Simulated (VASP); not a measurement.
# CsPbCl3 (R32) in VASP: further runs, part 2 of 2

VASP 6.6.1. Earlier steps stand in the parts before.

### Step 3. Relaxation of cell and atoms, PBE

This run uses another cell than the first one, of 36.59 Å³/atom.

File INCAR:

```
ALGO = Normal
EDIFF = 1E-7
EDIFFG = -0.005
ENCUT = 600
GGA = PE
IBRION = 2
ISIF = 3
ISMEAR = -1
LASPH = True
LCHARG = False
LREAL = False
LWAVE = False
NELM = 100
NSW = 80
PREC = Accurate
SIGMA = 0.02
```

File KPOINTS:

```
k-points
0
Gamma
  4 4 4
```

File POSCAR:

```
CsPbCl3
1.0
    4.0031551156      2.3112226836      3.2955554574
   -4.0031551156      2.3112226836      3.2955554574
    0.0000000000     -4.6224453672      3.2955554574
Cs Pb Cl
1 1 3
Direct
    0.5000000000      0.5000000000      0.5000000000
    0.0000000000      0.0000000000      0.0000000000
    0.5000000000      0.0186003000      0.9813997000
    0.0186003000      0.9813997000      0.5000000000
    0.9813997000      0.5000000000      0.0186003000
```

Potentials or basis: VASP PAW PBE potentials, release 64 (Cs_sv, Pb_d, Cl).

On the command line:

```
> cat potpaw_PBE.64/Cs_sv/POTCAR potpaw_PBE.64/Pb_d/POTCAR potpaw_PBE.64/Cl/POTCAR > POTCAR
> mpirun -np 1 vasp_std > vasp.out
```

OUTCAR:

```text
EDIFF = 1E-7
   EDIFFG = -0.005
   ENCUT = 600
   GGA = PE
   IBRION = 2
   ISIF = 3
   ISMEAR = -1
   LASPH = True
   LREAL = False
   NELM = 100
   NSW = 80
   PREC = Accurate

 ion  position               nearest neighbor table
   1  0.500  0.500  0.500-
   2  0.000  0.000  0.000-   5 2.84   3 2.84   5 2.84   3 2.84   4 2.84   4 2.84
   3  0.500  0.019  0.981-   2 2.84   2 2.84
   4  0.019  0.981  0.500-   2 2.84   2 2.84
   5  0.981  0.500  0.019-   2 2.84   2 2.84

  LATTYP: Found a trigonal (rhomboedric) cell.
 ALAT       =     5.6769434510
 COS(alpha) =     0.0054979182

  Lattice vectors:

 A1 = (   4.0031551156,   2.3112226836,   3.2955554574)
 A2 = (  -4.0031551156,   2.3112226836,   3.2955554574)
 A3 = (   0.0000000000,  -4.6224453672,   3.2955554574)

Analysis of symmetry for initial positions (statically):
[... 279 lines left out ...]
  free  energy   TOTEN  =       -17.5466809614 eV

  energy  without entropy=      -17.5466809614  energy(sigma->0) =      -17.54668096

[... ionic steps 4 to 21 ...]

--------------------------------------- Ionic step       22  -------------------------------------------

 number of electron      44.0000012 magnetization

------------------------ aborting loop because EDIFF is reached ----------------------------------------
[... 73 lines left out ...]
--------------------------------------- Ionic step       24  -------------------------------------------

 number of electron      44.0000012 magnetization

 Free energy of the ion-electron system (eV)
  ---------------------------------------------------
  ext. energy  EPLUGINS =         0.00000000
  ---------------------------------------------------
  free energy    TOTEN  =       -17.54974051 eV

  energy without entropy =      -17.54974051  energy(sigma->0) =      -17.54974051

 E-fermi :   1.3399     XC(G=0):  -7.5197

 val. band max:        0.9333424172   @ k =   0.5000   0.5000   0.5000
 cond. band min:       3.1523558627   @ k =   0.5000   0.5000   0.5000
 fundamental gap:      2.2190134455
 Fermi energy:         1.3399361678

 k-point     1 :       0.0000    0.0000    0.0000
  band No.  band energies     occupation
      1     -20.0894      2.00000
      2     -15.5734      2.00000
      3     -15.5734      2.00000
      4     -15.4185      2.00000
      5     -15.4183      2.00000
      6     -15.4183      2.00000
[... 398 lines left out ...]
  FREE ENERGIE OF THE ION-ELECTRON SYSTEM (eV)
  ---------------------------------------------------
  free  energy   TOTEN  =       -17.5497405111 eV

  energy  without entropy=      -17.5497405110  energy(sigma->0) =      -17.54974051

 reached required accuracy - stopping structural energy minimisation
```

OSZICAR:

```text
N       E                     dE             d eps       ncg     rms          rms(c)
DAV:   1     0.445230087140E+03    0.44523E+03   -0.20345E+04   676   0.166E+03
DAV:   2     0.334850950766E+02   -0.41174E+03   -0.40272E+03   876   0.367E+02
DAV:   3    -0.161216057918E+02   -0.49607E+02   -0.49020E+02   742   0.140E+02
[... 250 lines left out ...]
DAV:   5    -0.175497374404E+02   -0.78398E-05   -0.29148E-05   920   0.503E-02    0.883E-03
DAV:   6    -0.175497398509E+02   -0.24105E-05   -0.18736E-06   850   0.119E-02    0.354E-03
DAV:   7    -0.175497407649E+02   -0.91403E-06   -0.30070E-07   722   0.408E-03    0.716E-04
DAV:   8    -0.175497405793E+02    0.18562E-06   -0.63468E-08   482   0.190E-03    0.303E-04
DAV:   9    -0.175497405111E+02    0.68230E-07   -0.22588E-08   386   0.133E-03
  24 F= -.17549741E+02 E0= -.17549741E+02  d E =-.241560E-04
```

It took 19 min on 1 thread of Oxide Virtual Turin-like, shared host; peak memory 0.35 GiB.

Results:

| Property | Result |
| --- | --- |
| Free energy | -17.5497 eV |
| Relaxed volume | 37.81 Å³/atom |
| Relaxed cell | a = 5.739 Å, b = 5.739 Å, c = 5.739 Å, α = 90.02°, β = 90.02°, γ = 90.02° |
| Space group after relaxing (to 0.1 Å) | Pm-3m (No. 221) |
| Energy gained by relaxing | 3.3 meV/atom |
| Ionic steps | 24 |
| Pressure after relaxing | 0.0 GPa |
| Band gap on the k mesh | 2.22 eV |

Step by step:
| step | energy change (eV) | largest force (eV/Å) | pressure (GPa) | volume (Å³) |
| --- | --- | --- | --- | --- |
| 1 | 0.0000 | 0.0088 | 0.75 | 182.95 |
| 2 | -0.0126 | 0.0132 | 0.15 | 187.49 |
| 3 | -0.0132 | 0.0143 | 0.00 | 188.80 |
| 4 | -0.0132 | 0.0142 | 0.01 | 188.68 |
| 5 | -0.0133 | 0.0139 | 0.01 | 188.68 |
| 6 | -0.0134 | 0.0139 | 0.01 | 188.70 |
| 7 | -0.0136 | 0.0135 | 0.01 | 188.72 |
| 8 | -0.0139 | 0.0129 | 0.01 | 188.76 |
| 9 | -0.0141 | 0.0125 | 0.00 | 188.84 |
| 10 | -0.0143 | 0.0117 | 0.00 | 188.88 |
| 11 | -0.0146 | 0.0113 | -0.01 | 189.00 |
| 12 | -0.0151 | 0.0092 | -0.03 | 189.24 |
| 13 | -0.0156 | 0.0053 | -0.08 | 189.72 |
| 14 | -0.0157 | 0.0050 | -0.05 | 189.48 |
| 15 | -0.0159 | 0.0043 | 0.00 | 189.07 |
| 16 | -0.0159 | 0.0038 | 0.02 | 188.87 |
| 17 | -0.0159 | 0.0040 | 0.02 | 188.87 |
| 18 | -0.0160 | 0.0038 | 0.02 | 188.86 |
| 19 | -0.0161 | 0.0028 | 0.02 | 188.85 |
| 20 | -0.0162 | 0.0013 | 0.03 | 188.82 |
| 21 | -0.0161 | 0.0025 | 0.03 | 188.77 |
| 22 | -0.0163 | 0.0002 | 0.03 | 188.81 |
| 23 | -0.0160 | 0.0006 | -0.10 | 189.90 |
| 24 | -0.0163 | 0.0002 | 0.00 | 189.06 |

Final structure:
```
CELL_PARAMETERS angstrom
4.05921 2.34359 3.31228
-4.05921 2.34359 3.31228
0.00000 -4.68717 3.31228
ATOMIC_POSITIONS crystal
Cs 0.50000 0.50000 0.50000
Pb 0.00000 0.00000 0.00000
Cl 0.50000 0.99986 0.00014
Cl 0.99986 0.00014 0.50000
Cl 0.00014 0.50000 0.99986
```

Levels at points of the mesh, in eV from the valence-band top:
| k point | band 19 | band 20 | band 21 | band 22 | band 23 | band 24 | band 25 | band 26 |
| --- | --- | --- | --- | --- | --- | --- | --- | --- |
| (0.00, 0.00, 0.00) | -2.10 | -2.02 | -2.02 | -2.02 | 3.68 | 4.76 | 4.76 | 5.65 |
| (0.50, 0.00, 0.00) | -2.20 | -2.11 | -2.11 | -1.43 | 3.15 | 5.00 | 5.40 | 5.40 |
| (0.50, 0.50, 0.00) | -2.26 | -2.26 | -1.74 | -0.69 | 2.72 | 2.73 | 5.04 | 5.72 |
| (0.50, 0.50, 0.50) | -1.73 | -1.73 | -1.73 | 0.00 | 2.22 | 2.22 | 2.22 | 5.44 |

Caveat: spin-orbit coupling is left out, which moves the levels of the heavy elements.
